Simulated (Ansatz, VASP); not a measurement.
**Ga: VASP beside Ansatz**

```xyz
1
Lattice="-1.4585 1.3916 2.2290 1.3916 -1.4585 2.2290 1.4164 1.4164 -2.2711" Properties=species:S:1:pos:R:3 pbc="T T T"
Ga    0.0000    0.0000    0.0000
```

Change from the starting cell: equal xy, yz and zx shear strains of -3 %.

Alike in both runs: task single point; functional PBE; k mesh 14 × 14 × 16; occupations fermi-dirac, width 0.05 eV; no spin polarisation.

```csv
,VASP,Ansatz
version,VASP 6.6.1,Ansatz 0.2.0
potentials or method,"VASP PAW PBE potentials, release 64 (Ga_d), cutoff 520 eV","all-electron LAPW, scalar-relativistic"
```

Ansatz gave:

```
pressure (GPa)                                                : 4.4
traceless stress, the component that is largest in VASP (GPa) : -0.68
```

Problem. What did VASP give for the same quantities?

Solution. Pressure (GPa): 4.5; traceless stress, the component that is largest in VASP (GPa): -0.71.

Ansatz ran all-electron here, and VASP with PAW potentials.
